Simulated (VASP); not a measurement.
# GaP (F-43m) in VASP: a series of runs

Runs on GaP. Level: PBE. Tasks: vibrations by perturbation theory.

Program: VASP 6.6.1. These are calculated values, not measurements. Logs are shortened: lines on timing, memory, paths and dates and some standing lists are left out, and cuts for length are marked.

### 1 The cell of the first run

Symmetry: F-43m, No. 216, cubic system. Conventional cell: a = 5.461 Å, b = 5.461 Å, c = 5.461 Å, α = 90.00°, β = 90.00°, γ = 90.00°. Ga (site symmetry -43m) has 4 P at 2.36 Å within 3.1 Å. P (site symmetry -43m) has 4 Ga at 2.36 Å within 3.1 Å.

### 2 Vibrations by perturbation theory, PBE

INCAR reads:

```
  PREC = Accurate
  ENCUT = 520
  EDIFF = 1E-8
  ISMEAR = 0
  SIGMA = 0.01
  LREAL = F
  LASPH = T
  NELM = 80
  ALGO = Normal
  ISIF = 2
  LWAVE = F
  LCHARG = F
  GGA = PE
  IBRION = 8
  NSW = 1
  LEPSILON = T
```

KPOINTS reads:

```
regular mesh
0
Gamma
  8 8 8
```

POSCAR reads:

```
GaP
1.0
    0.0000000000      2.7305675209      2.7305675209
    2.7305675209      0.0000000000      2.7305675209
    2.7305675209      2.7305675209      0.0000000000
Ga P
1 1
Direct
    0.0000000000      0.0000000000      0.0000000000
    0.7500000000      0.7500000000      0.7500000000
```

Potentials or basis: VASP PAW PBE potentials, release 64 (Ga_d, P).

The run is started by

```sh
$ cat potpaw_PBE.64/Ga_d/POTCAR potpaw_PBE.64/P/POTCAR > POTCAR
$ mpirun -np 1 vasp_std > vasp.out
```

OUTCAR:

```text
PREC = Accurate
   ENCUT = 520
   EDIFF = 1E-8
   ISMEAR = 0
   LREAL = F
   LASPH = T
   NELM = 80
   ISIF = 2
   GGA = PE
   IBRION = 8
   NSW = 1
   LEPSILON = T

 ion  position               nearest neighbor table
   1  0.000  0.000  0.000-   2 2.36   2 2.36   2 2.36   2 2.36
   2  0.750  0.750  0.750-   1 2.36   1 2.36   1 2.36   1 2.36

  LATTYP: Found a face centered cubic cell.
 ALAT       =     5.4611350418

  Lattice vectors:

 A1 = (   0.0000000000,   2.7305675209,   2.7305675209)
 A2 = (   2.7305675209,   0.0000000000,   2.7305675209)
 A3 = (   2.7305675209,   2.7305675209,   0.0000000000)

Analysis of symmetry for initial positions (statically):
=====================================================================
 Subroutine PRICEL returns:
 Original cell was already a primitive cell.

 Routine SETGRP: Setting up the symmetry group for a
 face centered cubic supercell.

 Subroutine GETGRP returns: Found 24 space group operations
 (whereof 24 operations were pure point group operations)
 out of a pool of 48 trial point group operations.

The static configuration has the point symmetry T_d .

Analysis of symmetry for dynamics (positions and initial velocities):
=====================================================================
 Subroutine PRICEL returns:
 Original cell was already a primitive cell.

 Routine SETGRP: Setting up the symmetry group for a
 face centered cubic supercell.

 Subroutine GETGRP returns: Found 24 space group operations
 (whereof 24 operations were pure point group operations)
 out of a pool of 48 trial point group operations.

The dynamic configuration has the point symmetry T_d .

 Subroutine INISYM returns: Found 24 space group operations
 (whereof 24 operations are pure point group operations),
 and found     1 'primitive' translations

----------------------------------------------------------------------------------------

                                     Primitive cell

  volume of cell :      40.7182

  direct lattice vectors                    reciprocal lattice vectors
     0.000000000  2.730567521  2.730567521    -0.183112117  0.183112117  0.183112117
     2.730567521  0.000000000  2.730567521     0.183112117 -0.183112117  0.183112117
     2.730567521  2.730567521  0.000000000     0.183112117  0.183112117 -0.183112117

  length of vectors
     3.861605621  3.861605621  3.861605621     0.317159491  0.317159491  0.317159491

  position of ions in fractional coordinates (direct lattice)
     0.000000000  0.000000000  0.000000000
     0.750000000  0.750000000  0.750000000

  ion indices of the primitive-cell ions
   primitive index   ion index
                 1           1
                 2           2

----------------------------------------------------------------------------------------

 KPOINTS: regular mesh

Automatic generation of k-mesh.
 Grid dimensions read from file:
 generate k-points for:    8    8    8

 Generating k-lattice:

  Cartesian coordinates                     Fractional coordinates (reciprocal lattice)
    -0.022889015  0.022889015  0.022889015     0.125000000  0.000000000  0.000000000
     0.022889015 -0.022889015  0.022889015     0.000000000  0.125000000  0.000000000
     0.022889015  0.022889015 -0.022889015     0.000000000  0.000000000  0.125000000

  Length of vectors
     0.039644936  0.039644936  0.039644936

  Shift w.r.t. Gamma in fractional coordinates (k-lattice)
     0.000000000  0.000000000  0.000000000

 Subroutine IBZKPT returns following result:
 ===========================================

 Found     29 irreducible k-points:

 Following reciprocal coordinates:
            Coordinates               Weight
  0.000000  0.000000  0.000000      1.000000
  0.125000  0.000000  0.000000      8.000000
  0.250000  0.000000  0.000000      8.000000
[... 488 lines left out ...]
      direct lattice vectors                 reciprocal lattice vectors
     0.000000000  2.730567521  2.730567521    -0.183112117  0.183112117  0.183112117
     2.730567521  0.000000000  2.730567521     0.183112117 -0.183112117  0.183112117
     2.730567521  2.730567521  0.000000000     0.183112117  0.183112117 -0.183112117

 POSITION                                       TOTAL-FORCE (eV/Angst)
 -----------------------------------------------------------------------------------
      0.00000      0.00000      0.00000         0.000000      0.000000      0.000000
      4.09585      4.09585      4.09585        -0.000000     -0.000000     -0.000000
 -----------------------------------------------------------------------------------
    total drift:                               -0.000002     -0.000002     -0.000002

  FREE ENERGIE OF THE ION-ELECTRON SYSTEM (eV)
  ---------------------------------------------------
  free  energy   TOTEN  =        -9.1194378238 eV

  energy  without entropy=       -9.1194378238  energy(sigma->0) =       -9.11943782

 HEAD OF MICROSCOPIC STATIC DIELECTRIC TENSOR (INDEPENDENT PARTICLE, excluding Hartree and local field effects)
 ------------------------------------------------------
          11.776651     0.000000     0.000000
           0.000000    11.776651     0.000000
          -0.000000     0.000000    11.776651
 ------------------------------------------------------

 Free energy of the ion-electron system (eV)
  ---------------------------------------------------
  ---------------------------------------------------
  free energy    TOTEN  =        -1.24542240 eV

  energy without entropy =       -1.24542240

------------------------ aborting loop because EDIFF is reached ----------------------------------------

--------------------------------------- Ionic step        2  -------------------------------------------

------------------------ aborting loop because EDIFF is reached ----------------------------------------

--------------------------------------- Ionic step        3  -------------------------------------------

------------------------ aborting loop because EDIFF is reached ----------------------------------------

 PIEZOELECTRIC TENSOR FIELD DIRECTION 3  (e Angst)
 -----------------------------------------------------------------------------
    -0.00065  2.07689  0.00000           (  0.00000  0.03447  0.00000)
     2.07689 -0.00065  0.00000           (  0.03447  0.00000  0.00000)
     0.00000  0.00000 -0.00053           (  0.00000  0.00000 -0.00000)

 PIEZOELECTRIC TENSOR FIELD DIRECTION 3  (C/m^2)
 -----------------------------------------------------------------------------
    -0.00025  0.81721  0.00000
     0.81721 -0.00025  0.00000
     0.00000  0.00000 -0.00021

--------------------------------------- Ionic step        4  -------------------------------------------

------------------------ aborting loop because EDIFF is reached ----------------------------------------

[... ionic steps 5 to 6 ...]

--------------------------------------- Ionic step        7  -------------------------------------------

 Free energy of the ion-electron system (eV)
  ---------------------------------------------------
  ---------------------------------------------------
  free energy    TOTEN  =        -0.04789192 eV

  energy without entropy =       -0.04789192

------------------------ aborting loop because EDIFF is reached ----------------------------------------

 INTERNAL STRAIN TENSOR  FOR ION    2  DIRECTION 1   (eV/Angst):
 -----------------------------------------------------------------------------
    -0.00733  0.00000  0.00000
     0.00000  0.00570  7.20626
     0.00000  7.20626  0.00570

 MACROSCOPIC STATIC DIELECTRIC TENSOR (including local field effects in DFT)
 ------------------------------------------------------
          11.251122     0.000000     0.000000
          -0.000000    11.251122     0.000000
           0.000000    -0.000000    11.251122
 ------------------------------------------------------

 PIEZOELECTRIC TENSOR (including local field effects)  for field in x, y, z        (e  Angst)
          XX          YY          ZZ          XY          YZ          ZX
  --------------------------------------------------------------------------------
  x     0.00000    -0.00000     0.00000     0.00000     2.08422     0.00000
  y     0.00000     0.00000     0.00000     0.00000    -0.00000     2.08422
  z     0.00000     0.00000     0.00000     2.08422     0.00000     0.00000

 PIEZOELECTRIC TENSOR (including local field effects)  for field in x, y, z        (C/m^2)
          XX          YY          ZZ          XY          YZ          ZX
  --------------------------------------------------------------------------------
  x     0.00000    -0.00000     0.00000     0.00000     0.82010     0.00000
  y     0.00000     0.00000     0.00000     0.00000    -0.00000     0.82010
  z     0.00000     0.00000     0.00000     0.82010     0.00000     0.00000

 BORN EFFECTIVE CHARGES (including local field effects) (in |e|, cummulative output)
 ---------------------------------------------------------------------------------
 ion    1
    1     2.23343     0.00000    -0.00000
    2     0.00000     2.23343     0.00000
    3    -0.00000    -0.00000     2.23343
 ion    2
    1    -2.23343    -0.00000     0.00000
    2     0.00000    -2.23343    -0.00000
    3     0.00000     0.00000    -2.23343

 INTERNAL STRAIN TENSOR FOR ION    2 for displacements in x,y,z  (eV/Angst):
          X           Y           Z          XY          YZ          ZX
  --------------------------------------------------------------------------------
  x     0.00000     0.00000     0.00000     0.00000     7.20626     0.00000
  y     0.00000     0.00000     0.00000     0.00000     0.00000     7.20626
  z     0.00000     0.00000     0.00000     7.20626     0.00000     0.00000

 SECOND DERIVATIVES (NOT SYMMETRIZED)
 ------------------------------------
               1X          1Y          1Z          2X          2Y          2Z
  1X    -9.861847    0.000000    0.000000    9.861847    0.000000    0.000000
  1Y     0.000000   -9.861847    0.000000    0.000000    9.861847    0.000000
  1Z     0.000000    0.000000   -9.861847    0.000000    0.000000    9.861847
  2X     9.876454    0.000000    0.000000   -9.876454    0.000000    0.000000
  2Y     0.000000    9.876454    0.000000    0.000000   -9.876454    0.000000
  2Z     0.000000    0.000000    9.876454    0.000000    0.000000   -9.876454

 Eigenvectors and eigenvalues of the dynamical matrix
 ----------------------------------------------------

   1 f  =   10.606548 THz    66.642905 2PiTHz  353.796352 cm-1    43.865137 meV
             X         Y         Z           dx          dy          dz
      0.000000  0.000000  0.000000     0.000000   -0.554329    0.000000
      4.095851  4.095851  4.095851     0.000000    0.832297    0.000000
[... 21 lines left out ...]
   6 f/i=    0.003621 THz     0.022754 2PiTHz    0.120799 cm-1     0.014977 meV
             X         Y         Z           dx          dy          dz
      0.000000  0.000000  0.000000    -0.772278   -0.204051    0.233813
      4.095851  4.095851  4.095851    -0.514355   -0.135903    0.155725

--------------------------------------------------------------------------------------------------------

 MACROSCOPIC STATIC DIELECTRIC TENSOR IONIC CONTRIBUTION
 ------------------------------------------------------
           2.246177     0.000000    -0.000000
           0.000000     2.246177     0.000000
          -0.000000     0.000000     2.246177
 ------------------------------------------------------

 ELASTIC MODULI CONTR FROM IONIC RELAXATION (kBar)
 Direction    XX          YY          ZZ          XY          YZ          ZX
 --------------------------------------------------------------------------------
 XX          -0.0000      0.0000      0.0000     -0.0000      0.0000     -0.0000
 YY           0.0000     -0.0000     -0.0000     -0.0000     -0.0000      0.0000
 ZZ           0.0000     -0.0000     -0.0000      0.0000     -0.0000     -0.0000
 XY          -0.0000     -0.0000      0.0000   -205.1163      0.0000      0.0000
 YZ           0.0000     -0.0000     -0.0000      0.0000   -205.1163      0.0000
 ZX          -0.0000      0.0000     -0.0000      0.0000      0.0000   -205.1163
 --------------------------------------------------------------------------------

 PIEZOELECTRIC TENSOR IONIC CONTR  for field in x, y, z        (C/m^2)
          XX          YY          ZZ          XY          YZ          ZX
  --------------------------------------------------------------------------------
  x     0.00000    -0.00000    -0.00000     0.00000    -0.63870    -0.00000
  y    -0.00000     0.00000    -0.00000    -0.00000     0.00000    -0.63870
  z    -0.00000    -0.00000     0.00000    -0.63870     0.00000     0.00000
```

Wall time 14 min (1 thread of Intel Xeon 8259CL, shared host); peak memory 0.29 GiB.

What came out:

```
Electronic dielectric tensor (diagonal)                 : 11.25
Born charges (mean of the diagonal)                     : Ga +2.23; P -2.23 e
Highest phonon frequency at Γ, LO-TO splitting left out : 354 cm⁻¹
```

Phonon frequencies in cm⁻¹ (negative: imaginary):
| q point | frequencies |
| --- | --- |
| (0.000, 0.000, 0.000) | 0 0 0 354 354 354 |

Electronic dielectric tensor:
```
11.25  0.00  0.00
 0.00 11.25  0.00
 0.00  0.00 11.25
```

Born effective charge tensors (e):
atom 1, Ga
```
2.23 0.00 0.00
0.00 2.23 0.00
0.00 0.00 2.23
```
atom 2, P
```
-2.23  0.00  0.00
 0.00 -2.23  0.00
 0.00  0.00 -2.23
```

Caveat: the cell stands under pressure or tension, which shifts response properties.

[end of part 1 of 3]
